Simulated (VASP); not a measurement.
# GaAs in VASP: a series of runs, part 2 of 2

VASP 6.6.1. Earlier steps stand in the parts before.

### Step 3. Single point, LDA

File INCAR:

```
SYSTEM = GaAs
ALGO = Normal ; DIPOL = 0.5 0.5 0.500
EDIFF = 1E-6 ; ENCUT = 520
GGA = CA ; IDIPOL = 3
ISIF = 2 ; ISMEAR = -1
LASPH = .True. ; LCHARG = .True.
LDIPOL = .True. ; LELF = .True.
LREAL = .False. ; LVACPOTAV = .True.
LVHAR = .True. ; LWAVE = .False.
NBANDS = 36 ; NELM = 80
PREC = Accurate ; SIGMA = 0.02
```

File KPOINTS:

```
k-points
0
Gamma
  7 5 1
  0 0 0
```

File POSCAR:

```
GaAs
1.0
    3.9619516307      0.0000000000      0.0000000000
    0.0000000000      5.6030457296      0.0000000000
    0.0000000000      0.0000000000     19.9620000000
Ga As
3 3
Direct
    0.2500000000      0.0875717740      0.4194812348
    0.7500000000      0.6726474701      0.4999953052
    0.2500000000      0.0875806441      0.5805270258
    0.7500000000      0.8697087613      0.3890043635
    0.2500000000      0.4127810378      0.5000029257
    0.7500000000      0.8697103127      0.6109891450
```

Potentials or basis: VASP PAW LDA potentials, release 64 (Ga_d, As).

Started as:

```console
$ cat potpaw_LDA.64/Ga_d/POTCAR potpaw_LDA.64/As/POTCAR > POTCAR
$ mpirun -np 1 vasp_std > vasp.out
```

OUTCAR:

```text
SYSTEM = GaAs
   EDIFF = 1E-6
   ENCUT = 520
   GGA = CA
   ISIF = 2
   ISMEAR = -1
   LASPH = .True.
   LREAL = .False.
   NELM = 80
   PREC = Accurate

 ion  position               nearest neighbor table
   1  0.250  0.088  0.419-   4 2.41   4 2.41   5 2.43
   2  0.750  0.673  0.500-   5 2.46   5 2.46   4 2.48   6 2.48
   3  0.250  0.088  0.581-   6 2.41   6 2.41   5 2.43
   4  0.750  0.870  0.389-   1 2.41   1 2.41   2 2.48
   5  0.250  0.413  0.500-   3 2.43   1 2.43   2 2.46   2 2.46
   6  0.750  0.870  0.611-   3 2.41   3 2.41   2 2.48

  LATTYP: Found a simple orthorhombic cell.
 ALAT       =     3.9619516307
 B/A-ratio  =     1.4142135624
 C/A-ratio  =     5.0384259730

  Lattice vectors:

 A1 = (   3.9619516307,   0.0000000000,   0.0000000000)
 A2 = (   0.0000000000,   5.6030457296,   0.0000000000)
 A3 = (   0.0000000000,   0.0000000000,  19.9620000000)

Analysis of symmetry for initial positions (statically):
=====================================================================
 Subroutine PRICEL returns:
 Original cell was already a primitive cell.

 Routine SETGRP: Setting up the symmetry group for a
 simple orthorhombic supercell.

 Subroutine GETGRP returns: Found  2 space group operations
 (whereof  1 operations were pure point group operations)
 out of a pool of  8 trial point group operations.

The static configuration has the point symmetry C_1 .
 The point group associated with its full space group is C_1h.

Analysis of symmetry for dynamics (positions and initial velocities):
=====================================================================
 Subroutine PRICEL returns:
 Original cell was already a primitive cell.

[... 124 lines left out ...]
  volume/ion in A,a.u.               =      73.86       498.41
  Fermi-wavevector in a.u.,A,eV,Ry     =   0.811634  1.533766  8.962837  0.658750
  Thomas-Fermi vector in A             =   1.921030
   LORBIT       =      0    0 simple, 1 ext, 2 COOP (PROOUT), +10 PAW based schemes
   GGA     = CA    functional components
   LHFCALC =     F    Hartree Fock is set to
   AEXX    =    0.0000 exact exchange contribution
   IVDW    =     0    specifies the selected vdW correction
   LEPSILON=     F    determine dielectric tensor
   LRPA    =     F    only Hartree local field effects (RPA)
 non-spin polarized calculation
  energy-cutoff  :      520.00
  volume of cell :      443.14
 maximum number of plane-waves:     11997
 NGX is ok and might be reduce to    30
   NGX = 15   NGY = 21   NGZ = 75

 dipolmoment           0.000000      0.000000      0.000010 electrons x Angstroem

 number of electron      53.9999988 magnetization

 dipolmoment           0.000000      0.000000     -0.000004 electrons x Angstroem

 Free energy of the ion-electron system (eV)
  ---------------------------------------------------
  ext. energy  EPLUGINS =         0.00000000
  ---------------------------------------------------
  free energy    TOTEN  =       -26.57773412 eV

  energy without entropy =      -26.57766497  energy(sigma->0) =      -26.57769954

 E-fermi :  -2.3624     XC(G=0):  -3.7555

 val. band max:       -2.4705032717   @ k =   0.0000   0.0000   0.0000
 cond. band min:      -2.2404492193   @ k =   0.4286   0.0000   0.0000
 fundamental gap:      0.2300540524
 Fermi energy:        -2.3624302275

 k-point     1 :       0.0000    0.0000    0.0000
  band No.  band energies     occupation
      1     -17.5237      2.00000
      2     -17.4777      2.00000
      3     -17.4694      2.00000
      4     -17.3887      2.00000
      5     -17.3782      2.00000
      6     -17.3775      2.00000
[... 457 lines left out ...]
     35       3.0103      0.00000
     36       3.4507      0.00000

------------------------ aborting loop because EDIFF is reached ----------------------------------------

  FORCE on cell =-STRESS in cart. coord.  units (eV):
  Direction    XX          YY          ZZ          XY          YZ          ZX
  --------------------------------------------------------------------------------------
  -------------------------------------------------------------------------------------
  Total       -2.3321338     -1.7520735      0.2121029      0.0000000     -0.0007286      0.0000000
  in kB       -8.4319236     -6.3346921      0.7668667      0.0000000     -0.0026342      0.0000000
  external PRESSURE =      -4.6665830 kB  Pullay stress =       0.0000000 kB

 VOLUME and BASIS-vectors are now :
 -----------------------------------------------------------------------------
  energy-cutoff  :      520.00
  volume of cell :      443.14
      direct lattice vectors                 reciprocal lattice vectors
     3.961951631  0.000000000  0.000000000     0.252400860  0.000000000  0.000000000
     0.000000000  5.603045730  0.000000000     0.000000000  0.178474360  0.000000000
     0.000000000  0.000000000 19.962000000     0.000000000  0.000000000  0.050095181

 POSITION                                       TOTAL-FORCE (eV/Angst)
 -----------------------------------------------------------------------------------
      0.99049      0.49067      8.37368         0.000000      0.011675     -0.004758
      2.97146      3.76887      9.98091         0.000000     -0.001980      0.000175
      0.99049      0.49072     11.58848         0.000000      0.011978      0.004167
      2.97146      4.87302      7.76531         0.000000     -0.021097     -0.043598
      0.99049      2.31283      9.98106         0.000000      0.021026      0.000042
      2.97146      4.87303     12.19657         0.000000     -0.021603      0.043971
 -----------------------------------------------------------------------------------
    total drift:                                0.000000     -0.000126     -0.000019

  FREE ENERGIE OF THE ION-ELECTRON SYSTEM (eV)
  ---------------------------------------------------
  free  energy   TOTEN  =       -26.5777341168 eV

  energy  without entropy=      -26.5776649658  energy(sigma->0) =      -26.57769954

 vacuum level on the upper side and lower side of the slab         2.715         2.715
```

OSZICAR:

```text
N       E                     dE             d eps       ncg     rms          rms(c)
DAV:   1     0.357184902481E+03    0.35718E+03   -0.23217E+04   936   0.136E+03
DAV:   2     0.172513662865E+02   -0.33993E+03   -0.32951E+03  1028   0.311E+02
DAV:   3    -0.252852378526E+02   -0.42537E+02   -0.42106E+02  1056   0.118E+02
DAV:   4    -0.275533425898E+02   -0.22681E+01   -0.22603E+01  1152   0.282E+01
[... 14 lines left out ...]
DAV:  19    -0.265777090207E+02   -0.25530E-04   -0.14291E-06   712   0.130E-02    0.791E-04
DAV:  20    -0.265777242876E+02   -0.15267E-04   -0.62875E-07   720   0.816E-03    0.422E-04
DAV:  21    -0.265777309339E+02   -0.66463E-05   -0.27133E-07   724   0.491E-03    0.294E-04
DAV:  22    -0.265777333259E+02   -0.23921E-05   -0.13579E-07   696   0.652E-03    0.113E-04
DAV:  23    -0.265777341168E+02   -0.79087E-06   -0.46975E-08   680   0.253E-03
   1 F= -.26577734E+02 E0= -.26577700E+02  d E =-.691510E-04
```

It took 9.8 min on 1 thread of Intel Xeon 8259CL, shared host; peak memory 0.43 GiB.

What came out:

```
Free energy            : -26.5777 eV
Largest force          : 0.049 eV/Å
Band gap on the k mesh : 0.23 eV (least direct gap 0.93 eV)
```

Forces on the atoms (eV/Å):
```
Ga   0.000  0.012 -0.005
Ga   0.000 -0.002  0.000
Ga   0.000  0.012  0.004
As   0.000 -0.021 -0.044
As   0.000  0.021  0.000
As   0.000 -0.022  0.044
```

Levels at points of the mesh, in eV from the valence-band top:
```
           k point  band 24  band 25  band 26  band 27  band 28  band 29  band 30  band 31
(0.00, 0.00, 0.00)    -1.08    -0.99    -0.91     0.00     1.16     1.52     2.53     2.72
```
